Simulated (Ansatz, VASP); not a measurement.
# Zn: VASP beside Ansatz

INCAR

```
PREC = Accurate
ENCUT = 520
EDIFF = 1E-7
ISMEAR = -1
SIGMA = 0.1
LREAL = F
LASPH = T
NELM = 80
ALGO = Normal
ISIF = 2
LWAVE = F
LCHARG = F
GGA = PS
NBANDS = 19
```

KPOINTS

```
regular mesh
0
Gamma
  23 23 11
```

The input POSCAR:

```
Zn
1.0
    2.6438150203      0.0000000000      0.0000000000
   -1.3219075102      2.2896109705      0.0000000000
    0.0000000000      0.0000000000      4.8632573170
Zn
2
Direct
    0.3333333333      0.6666666667      0.2500000000
    0.6666666667      0.3333333333      0.7500000000
```

Input for Ansatz:

```yaml
crystal:
  lattice:
    - [2.6438150203, 0.0, 0.0]
    - [-1.3219075102, 2.2896109705, 0.0]
    - [0.0, 0.0, 4.863257317]
  atoms:
    - { symbol: Zn, position: [0.3333333333, 0.6666666667, 0.25] }
    - { symbol: Zn, position: [0.6666666667, 0.3333333333, 0.75] }
hamiltonian:
  xc: pbesol
  pseudopotentials:
    kind: paw
    azcp:
      Zn: "pseudopotentials/Zn.paw.azcp"
basis:
  ecutwfc: 420
  fft_grid_basis: typed
kpoints:
  mp_grid: { grid: [23, 23, 11], shift: [0, 0, 0] }
magnetization:
  spin_polarized: false
scf:
  occupations: { method: fermi_dirac, width: 0.1 }
output:
  stress: true
```

Alike in both runs: task single point; functional PBEsol; k mesh 23 × 23 × 11; occupations fermi-dirac, width 0.1 eV; no spin polarisation.

|  | VASP | Ansatz |
| --- | --- | --- |
| version | VASP 6.6.1 | Ansatz 0.2.0 |
| potentials or method | VASP PAW PBE potentials, release 64 (Zn), cutoff 520 eV | plane waves (420 eV) with PAW, scalar-relativistic |
| valence electrons in the cell | 24 | 24 |

|  | VASP | Ansatz | Ansatz less VASP |
| --- | --- | --- | --- |
| pressure (GPa) | -2.8 | -3.2 | -0.39 |
| traceless stress, the component that is largest in VASP (GPa) | 0.55 | 0.70 | +0.147 |

VASP's potentials were made for PBE, not for PBEsol, and Ansatz warns of the same on its side. The functional is the same, so the differences come from potentials, cutoffs and numerics.
